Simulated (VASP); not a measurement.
## WC: single point with PBE

Crystal: WC.

```xyz
16
Lattice="-2.8478 -4.9325 0.0000 4.2717 -2.4662 0.0000 0.0000 0.0000 5.5945" Properties=species:S:1:pos:R:3 pbc="T T T"
W     0.1343   -4.9696   -0.1299
W     0.0809   -4.9626    2.6990
W    -1.2309   -2.4419   -0.0998
W    -1.2586   -2.4670    2.7244
W     1.5365   -2.5113   -0.1155
W     1.5681   -2.5530    2.7204
W     0.1810    0.0337   -0.1134
W     0.1545    0.0052    2.6356
C     1.6369   -4.1581    1.2283
C     1.5398   -4.1605    4.0842
C     0.1836   -1.6579    1.2575
C     0.1791   -1.5892    4.1320
C     3.0014   -1.5987    1.3390
C     2.9486   -1.7302    3.9592
C    -1.1961   -4.1329    1.2812
C    -1.3311   -4.1429    4.1386
```

| Quantity | Value |
| --- | --- |
| Program | VASP 6.6.1 |
| Task | single point |
| Functional | PBE |
| Potentials or basis | VASP PAW PBE potentials, release 64 (W_sv, C) |
| Cutoff | 520 eV |
| k mesh | 2 × 2 × 2 |
| Occupations | fermi-dirac, width 0.17 eV |
| Spin | no spin polarisation |
| Dipole correction | no |
| Further INCAR settings | LREAL = Auto; ALGO = Normal; EDIFF = 1e-06; NBANDS = 86 |

```
Pressure               : 35.2 GPa
Largest force          : 3.072 eV/Å
Band gap on the k mesh : zero (bands 72 and 73 overlap by 0.23 eV)
```

Forces on the atoms (eV/Å):
```
W    0.680 -0.368  0.354
W    2.351  0.339 -0.152
W   -0.970 -1.108 -0.395
W   -0.021 -0.403 -0.918
W    2.073  0.788  0.423
W   -0.845  1.230 -2.250
W   -1.582 -0.806  0.567
W    0.077 -0.618  1.314
C   -1.115  0.308  1.374
C    0.175 -0.006  0.108
C   -0.081  0.275  0.975
C   -0.585 -0.841 -1.242
C   -0.392 -1.363 -1.522
C    0.617  1.051  2.821
C   -1.285  0.784  0.005
C    0.901  0.739 -1.461
```

Stress tensor (GPa, compression positive):
```
37.71 -1.57 -0.37
-1.57 34.87 -0.13
-0.37 -0.13 32.96
```

Levels at points of the mesh, in eV from the Fermi level:
```csv
k point,band 68,band 69,band 70,band 71,band 72,band 73,band 74,band 75,band 76,band 77
"(0.00, 0.00, 0.00)",-1.30,-1.09,-0.85,-0.63,-0.38,-0.18,0.53,0.86,1.86,1.98
"(0.50, 0.00, 0.00)",-2.20,-1.24,-1.19,-0.15,0.04,0.22,0.36,0.50,0.54,1.93
"(0.00, 0.50, 0.00)",-2.37,-0.99,-0.97,-0.13,-0.11,0.92,1.06,1.93,1.94,2.40
"(0.50, 0.50, 0.00)",-2.36,-2.13,-1.93,-1.91,-1.85,1.56,1.66,1.70,1.72,2.45
"(0.00, 0.00, 0.50)",-1.64,-1.59,-1.41,-0.08,0.01,0.19,0.25,0.45,0.61,2.59
"(0.50, 0.00, 0.50)",-1.89,-1.56,-1.44,-1.42,-1.39,0.15,0.21,0.33,0.34,2.69
"(0.00, 0.50, 0.50)",-2.30,-1.61,-1.49,-1.46,-1.36,0.74,0.77,0.85,0.92,2.65
"(0.50, 0.50, 0.50)",-2.23,-2.16,-2.11,-2.04,-1.98,1.32,1.39,1.51,1.57,1.65
```

Wall time 4.1 min on 1 thread of Intel Xeon 8259CL, on a shared host, peak memory 0.29 GiB.

Caveat: the k points lie up to 0.64 Å⁻¹ apart; the atoms stand as in a frame of molecular dynamics; spin-orbit coupling is left out, which moves the levels of the heavy elements; forces of over 1 eV/Å act on the atoms, so gaps and moduli don't describe the material at rest.
